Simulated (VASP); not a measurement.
LiH:

```
Li H
1.0
     0.00501    2.00299    2.00299
     2.00299    0.00501    2.00299
     2.00800    2.00800    0.00000
Li H
1 1
Cartesian
  0.0000 0.0000 0.0000
  2.0080 2.0080 2.0030
```

This cell differs from its parent crystal: shear xy strain +0.5%.

Base run:

* Program: VASP 6.6.1
* Functional: HSE06
* Potentials or basis: VASP PAW PBE potentials, release 64 (Li_sv, H)
* Cutoff: 520 eV
* k mesh: 8 × 8 × 8
* Occupations: gaussian, width 0.01 eV
* Spin: no spin polarisation

Its results: band gap on the k mesh 3.97 eV.

**Question.** The run is repeated on the same cell with these changes: functional from HSE06 to PBE; k mesh from 8 × 8 × 8 to 6 × 6 × 6. What comes out?

**Answer.** Band gap on the k mesh 2.98 eV.

Several settings changed at once.

Caveats: some runs use coarse meshes.

A k mesh can miss the band edges.
